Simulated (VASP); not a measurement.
Set up this calculation in VASP 6.6.1, as the native input.

| Item | Value |
| --- | --- |
| Task | single point |
| Functional | PBE |
| Potentials or basis | VASP PAW PBE potentials, release 64 (Al) |
| Cutoff | 500 eV |
| k mesh | 2 × 3 × 3 |
| Occupations | methfessel-paxton, width 0.1 eV |
| Spin | no spin polarisation |
| Dipole correction | no |
| Further INCAR settings | ALGO = Normal; EDIFF = 1e-06; NBANDS = 30 |

The structure of Al lies in POSCAR:

```
Al
1.0
    0.0000000000      6.0744300000      6.0744300000
    4.0496200000      0.0000000000      4.0496200000
    4.0496200000      4.0496200000      0.0000000000
Al
12
Direct
    0.0000000000      0.0000000000      0.0000000000
    0.0000000000      0.0000000000      0.5000000000
    0.0000000000      0.5000000000      0.0000000000
    0.0000000000      0.5000000000      0.5000000000
    0.3333333333      0.0000000000      0.0000000000
    0.3333333333      0.0000000000      0.5000000000
    0.3333333333      0.5000000000      0.0000000000
    0.3333333333      0.5000000000      0.5000000000
    0.6666666667      0.0000000000      0.0000000000
    0.6666666667      0.0000000000      0.5000000000
    0.6666666667      0.5000000000      0.0000000000
    0.6666666667      0.5000000000      0.5000000000
```

These files were run (other wordings do the same):

INCAR

```
PREC = Accurate ; ENCUT = 500
EDIFF = 1E-6 ; ISMEAR = 1
SIGMA = 0.1 ; LREAL = F
LASPH = T ; NELM = 120
ALGO = Normal ; ISIF = 2
LWAVE = F ; LCHARG = F
GGA = PE ; NBANDS = 30
GGA_COMPAT = F
```

KPOINTS

```
regular mesh
0
Gamma
  2 3 3
```

Potentials or basis: VASP PAW PBE potentials, release 64 (Al).

Run with:

```console
$ cat potpaw_PBE.64/Al/POTCAR > POTCAR
$ mpirun -np 1 vasp_std > vasp.out
```

Results of the run:

- Pressure: 0.0 GPa
- Band gap on the k mesh: zero (bands 18 and 19 overlap by 3.30 eV)

Caveat: the k points lie up to 0.45 Å⁻¹ apart, too coarse for converged energies and pressures of a metal.

Wall time 43 s on 1 thread of Intel(R) Xeon(R) Platinum 8259CL CPU @ 2.50GHz (Skylake/Cascade Lake), on a shared host, peak memory 0.31 GiB.
